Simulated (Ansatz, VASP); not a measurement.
P4C: VASP beside Ansatz

```
CELL_PARAMETERS angstrom
4.49798 0.00000 0.00000
0.00000 4.49798 0.00000
0.00000 0.00000 4.49798
ATOMIC_POSITIONS crystal
P 0.50000 0.00000 0.00000
P 0.00000 0.50000 0.00000
P 0.00000 0.00000 0.50000
P 0.50000 0.50000 0.50000
C 0.00000 0.00000 0.00000
```

Change from the starting cell: species swapped into the Co4N type (Pm-3m, No. 221).

Alike in both runs: task relaxation of cell and atoms; functional PBE; k mesh 4 × 4 × 4; occupations gaussian, width 0.1 eV; collinear spin.

|  | VASP | Ansatz |
| --- | --- | --- |
| version | VASP 6.6.1 | Ansatz 0.2.0 |
| potentials or method | VASP PAW PBE potentials, release 64 (P, C), cutoff 600 eV | scalar-relativistic, plane waves, PAW |
| valence electrons in the cell | 24 | 24 |

VASP gave:

```
gap on the k mesh at the Fermi level, each at its own relaxed structure (eV) : none
net moment per atom (μB)                                                     : 0.03
size of the moment on the site where the two differ most (μB)                : 0.02
relaxed volume (Å³/atom)                                                     : 13.01
relaxed length of the cell vector where the two differ most in proportion (Å)              : 4.021
```

Estimate Ansatz's values.

gap on the k mesh at the Fermi level, each at its own relaxed structure (eV): none; net moment per atom (μB): 0.07; size of the moment on the site where the two differ most (μB): 0.07; relaxed volume (Å³/atom): 13.02; relaxed length of the cell vector where the two differ most in proportion (Å): 4.023.

Site moments also hang on the region over which each program counts them. A gap of «none» marks a metal or a gap that the smearing closes.

Noted on VASP's run: the volume moved by over 15 % at a fixed basis, so the end points are rough.
